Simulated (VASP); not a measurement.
Wanted: the native input for a VASP 6.6.1 run.

- Task: single point
- Functional: PBE
- Potentials or basis: VASP PAW PBE potentials, release 64 (Ti_sv, O)
- Cutoff: 520 eV
- k mesh: 8 × 8 × 10
- Occupations: gaussian, width 0.05 eV
- Spin: no spin polarisation
- Dipole correction: no
- Further INCAR settings: ALGO = Normal; EDIFF = 1e-06; NBANDS = 33

The structure of TiO2 lies in POSCAR:

```
TiO2
1.0
    5.0015896266      0.0000000000      0.0000000000
    0.0000000000      5.0015896266      0.0000000000
    0.0000000000      0.0000000000      2.5543187949
Ti O
2 4
Direct
    0.0000000000      0.0000000000      0.0000000000
    0.5000000000      0.5000000000      0.5000000000
    0.3051105247      0.3051105247      0.0000000000
    0.1948894753      0.8051105247      0.5000000000
    0.6948894753      0.6948894753      0.0000000000
    0.8051105247      0.1948894753      0.5000000000
```

This cell differs from its parent crystal: ratio of the length along z to the lengths across it x 0.8, volume and fractional coordinates fixed.

The input as run:

INCAR

```
SYSTEM = TiO2
PREC     = Accurate       ! precision mode
ENCUT    = 520            ! plane-wave cutoff, eV
EDIFF    = 1E-6           ! SCF threshold, eV
ISMEAR   = 0              ! smearing method
SIGMA    = 0.05           ! smearing width, eV
LREAL    = .False.        ! projectors in reciprocal space
LASPH    = .True.         ! aspherical terms in the spheres
NELM     = 80             ! most SCF steps
ALGO     = Normal         ! electronic algorithm
ISIF     = 2              ! what is computed and relaxed
LWAVE    = .False.        ! write WAVECAR
LCHARG   = .True.         ! write CHGCAR
GGA      = PE             ! functional
LELF     = .True.         ! ELF
LVHAR    = .True.       
NBANDS   = 33             ! bands
```

KPOINTS

```
regular mesh
0
Gamma
  8 8 10
  0 0 0
```

Potentials or basis: VASP PAW PBE potentials, release 64 (Ti_sv, O).

Command:

```console
$ cat potpaw_PBE.64/Ti_sv/POTCAR potpaw_PBE.64/O/POTCAR > POTCAR
$ mpirun -np 1 vasp_std > vasp.out
```

Results of the run:

The pressure is 16.7 GPa, the largest force is 0.297 eV/Å and the band gap on the k mesh is 0.97 eV (least direct gap 0.99 eV).

Caveat: the stress differs along the axes, from -9 to 68 GPa.

Wall time 95 s on 1 thread of Intel(R) Xeon(R) Platinum 8488C (Sapphire Rapids) (shared host), peak memory 0.28 GiB.
